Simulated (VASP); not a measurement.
# Pt8CO in VASP: single point with RPBE

Aim: the single point of Pt8CO with RPBE.

Everything below comes from runs of VASP 6.6.1. Logs are shortened: lines on timing, memory, paths and dates and some standing lists are left out, and cuts for length are marked.

### Step 1. The cell of the first run

The cell holds a slab with vacuum, 10 atoms: a = 5.647 Å, b = 2.823 Å, c = 27.066 Å, α = 90.00°, β = 90.00°, γ = 120.00°.

### Step 2. Single point, RPBE

The input, INCAR:

```
PREC = Accurate ; ENCUT = 520
EDIFF = 1E-7 ; ISMEAR = 0
SIGMA = 0.1 ; LREAL = False
LASPH = True ; NELM = 60
ALGO = Normal ; ISIF = 2
LWAVE = False ; LCHARG = False
LDIPOL = True ; IDIPOL = 3
DIPOL = 0.5 0.5 0.484 ; GGA = RP
NBANDS = 56
```

The input, KPOINTS:

```
Automatic mesh
0
Gamma
  6 12 1
```

The input, POSCAR:

```
Pt8CO
1.0
    5.6467621712      0.0000000000      0.0000000000
   -1.4116905428      2.4451197447      0.0000000000
    0.0000000000      0.0000000000     27.0658430092
Pt C O
8 1 1
Direct
    0.3333333333      0.3333333333      0.3140489656
    0.8333333333      0.3333333333      0.3140489656
    0.6666666667      0.6666666667      0.3992220379
    0.1666666667      0.6666666667      0.3992220379
   -0.0086555785     -0.0086555785      0.4840353324
    0.4967826099     -0.0032173901      0.4853296032
    0.3129495791      0.3129495791      0.5708283533
    0.8102050241      0.3102050241      0.5763948098
    0.0062983763      0.0062983763      0.6247600918
    0.0190729703      0.0190729703      0.6684106249
```

Potentials or basis: VASP PAW PBE potentials, release 64 (Pt, C, O).

The run is started by

```console
cat potpaw_PBE.64/Pt/POTCAR potpaw_PBE.64/C/POTCAR potpaw_PBE.64/O/POTCAR > POTCAR
mpirun -np 1 vasp_std > vasp.out
```

OUTCAR:

```text
PREC = Accurate
   ENCUT = 520
   EDIFF = 1E-7
   ISMEAR = 0
   LREAL = False
   LASPH = True
   NELM = 60
   ISIF = 2
   GGA = RP

 ion  position               nearest neighbor table
   1  0.333  0.333  0.314-   2 2.82   2 2.82   2 2.82   2 2.82   4 2.82   4 2.82   3 2.82
   2  0.833  0.333  0.314-   1 2.82   1 2.82   1 2.82   1 2.82   3 2.82   3 2.82   4 2.82
   3  0.667  0.667  0.399-   5 2.79   4 2.82   4 2.82   4 2.82   4 2.82   2 2.82   2 2.82   1 2.82
                             6 2.85   6 2.85
   4  0.167  0.667  0.399-   3 2.82   3 2.82   3 2.82   3 2.82   1 2.82   1 2.82   2 2.82   5 2.83
                             5 2.83   6 2.84
   5  0.991  0.991  0.484-   3 2.79   6 2.80   6 2.80   7 2.83   4 2.83   4 2.83   6 2.85   6 2.85
                             8 3.00   8 3.00
   6  0.497  0.997  0.485-   5 2.80   5 2.80   4 2.84   5 2.85   5 2.85   3 2.85   3 2.85   7 2.86
                             7 2.86   8 2.90
   7  0.313  0.313  0.571-   9 2.09   8 2.82   8 2.82   5 2.83   8 2.84   8 2.84   6 2.86   6 2.86

   8  0.810  0.310  0.576-   9 2.15   9 2.15   7 2.82   7 2.82   7 2.84   7 2.84   6 2.90   5 3.00
                             5 3.00
   9  0.006  0.006  0.625-  10 1.18   7 2.09   8 2.15   8 2.15
  10  0.019  0.019  0.668-   9 1.18

  Warning from LATTYP: Monoclinic adjustment (A1->A3, A2->A1, A3->A2)!
  LATTYP: Found a simple orthorhombic cell.
 ALAT       =     2.8233810856
 B/A-ratio  =     1.7320508076
 C/A-ratio  =     9.5863229896

  Lattice vectors:

 A1 = (   1.4116905428,  -2.4451197447,   0.0000000000)
 A2 = (   4.2350716284,   2.4451197447,   0.0000000000)
 A3 = (   0.0000000000,   0.0000000000,  27.0658430092)

Analysis of symmetry for initial positions (statically):
=====================================================================
 Subroutine PRICEL returns:
 Original cell was already a primitive cell.

 Routine SETGRP: Setting up the symmetry group for a
 simple orthorhombic supercell.

 Subroutine GETGRP returns: Found  2 space group operations
 (whereof  2 operations were pure point group operations)
 out of a pool of  8 trial point group operations.

The static configuration has the point symmetry C_1h.

Analysis of symmetry for dynamics (positions and initial velocities):
=====================================================================
 Subroutine PRICEL returns:
 Original cell was already a primitive cell.

 Routine SETGRP: Setting up the symmetry group for a
 simple orthorhombic supercell.

 Subroutine GETGRP returns: Found  2 space group operations
 (whereof  2 operations were pure point group operations)
 out of a pool of  8 trial point group operations.

The dynamic configuration has the point symmetry C_1h.

 Subroutine INISYM returns: Found  2 space group operations
 (whereof  2 operations are pure point group operations),
[... 134 lines left out ...]
  Thomas-Fermi vector in A             =   2.152013
   LORBIT       =      0    0 simple, 1 ext, 2 COOP (PROOUT), +10 PAW based schemes
   GGA     = RP    functional components
   LHFCALC =     F    Hartree Fock is set to
   AEXX    =    0.0000 exact exchange contribution
   IVDW    =     0    specifies the selected vdW correction
   LEPSILON=     F    determine dielectric tensor
   LRPA    =     F    only Hartree local field effects (RPA)
 non-spin polarized calculation
 Gauss-broadening in eV      SIGMA  =   0.10
  energy-cutoff  :      520.00
  volume of cell :      373.70
 maximum number of plane-waves:     10160
 NGX is ok and might be reduce to    42
   NGX = 21   NGY = 11   NGZ =101

 dipolmoment           0.000000      0.000000     -0.282941 electrons x Angstroem

 number of electron      89.9999997 magnetization

 dipolmoment           0.000000      0.000000      0.095440 electrons x Angstroem

 Free energy of the ion-electron system (eV)
  ---------------------------------------------------
  ext. energy  EPLUGINS =         0.00000000
  ---------------------------------------------------
  free energy    TOTEN  =       -57.02178009 eV

  energy without entropy =      -56.94773848  energy(sigma->0) =      -56.98475928

 E-fermi :  -0.1148     XC(G=0):  -5.6016

 val. band max:       -0.1234203589   @ k =   0.0000   0.0000   0.0000
 cond. band min:      -0.1143205883   @ k =   0.0000   0.2500   0.0000
 fundamental gap:      0.0090997706
 Fermi energy:        -0.1147549132

 k-point     1 :       0.0000    0.0000    0.0000
  band No.  band energies     occupation
      1     -22.7289      2.00000
      2     -11.2936      2.00000
      3      -8.9683      2.00000
      4      -7.6396      2.00000
      5      -7.1526      2.00000
      6      -6.9318      2.00000
[... 1405 lines left out ...]
     55       5.8303      0.00000
     56       5.9922      0.00000

 [... further k-points ...]

------------------------ aborting loop because EDIFF is reached ----------------------------------------

 vacuum level on the upper side and lower side of the slab       (xc-potential included)         0.578        -0.724

  FORCE on cell =-STRESS in cart. coord.  units (eV):
  Direction    XX          YY          ZZ          XY          YZ          ZX
  --------------------------------------------------------------------------------------
  -------------------------------------------------------------------------------------
  Total       -6.0094693     -5.0407429      0.9995058     -0.8389417     -0.0264538     -0.0458177
  in kB      -25.7647253    -21.6114516      4.2852357     -3.5968406     -0.1134167     -0.1964365
  external PRESSURE =     -14.3636471 kB  Pullay stress =       0.0000000 kB

 VOLUME and BASIS-vectors are now :
 -----------------------------------------------------------------------------
  energy-cutoff  :      520.00
  volume of cell :      373.70
      direct lattice vectors                 reciprocal lattice vectors
     5.646762171  0.000000000  0.000000000     0.177092636  0.102244481  0.000000000
    -1.411690543  2.445119745  0.000000000     0.000000000  0.408977925  0.000000000
     0.000000000  0.000000000 27.065843009     0.000000000  0.000000000  0.036946937

 POSITION                                       TOTAL-FORCE (eV/Angst)
 -----------------------------------------------------------------------------------
      1.41169      0.81504      8.50000         0.045575      0.026313     -0.051370
      4.23507      0.81504      8.50000        -0.020550     -0.011864     -0.154973
      2.82338      1.63008     10.80528        -0.029298     -0.016915      0.207794
      0.00000      1.63008     10.80528         0.008264      0.004772      0.036065
      4.19841      2.42396     13.10082        -0.000512     -0.000296     -0.009537
      1.39806      2.43725     13.13585        -0.001914     -0.001105      0.006378
      1.32536      0.76520     15.44995         0.021217      0.012250     -0.043159
      4.13712      0.75849     15.60061        -0.015346     -0.008860     -0.034338
      0.02667      0.01540     16.90966        -0.040429     -0.023342     -0.627493
      0.08078      0.04664     18.09110         0.032991      0.019047      0.670632
 -----------------------------------------------------------------------------------
    total drift:                                0.000304      0.000165      0.001206

  FREE ENERGIE OF THE ION-ELECTRON SYSTEM (eV)
  ---------------------------------------------------
  free  energy   TOTEN  =       -57.0217800862 eV

  energy  without entropy=      -56.9477384818  energy(sigma->0) =      -56.98475928

 vacuum level on the upper side and lower side of the slab         6.655         5.343
```

It took 31 min on 1 thread of Intel Xeon Platinum 8259CL at 2.50GHz (Skylake/Cascade Lake), shared host; peak memory 0.75 GiB.

Results:

| Quantity | Value |
| --- | --- |
| Free energy | -57.0218 eV |
| Largest force | 0.672 eV/Å |
| Band gap on the k mesh | zero (bands 45 and 46 overlap by 1.63 eV) |

Forces in eV/Å, atoms in the order of the input:
```
Pt   0.046  0.026 -0.051
Pt  -0.021 -0.012 -0.155
Pt  -0.029 -0.017  0.208
Pt   0.008  0.005  0.036
Pt  -0.001  0.000 -0.010
Pt  -0.002 -0.001  0.006
Pt   0.021  0.012 -0.043
Pt  -0.015 -0.009 -0.034
C   -0.040 -0.023 -0.627
O    0.033  0.019  0.671
```

Caveat: the PAW data sets were made with another functional, which shifts forces and pressure a little; spin-orbit coupling is left out, which moves the levels of the heavy elements.
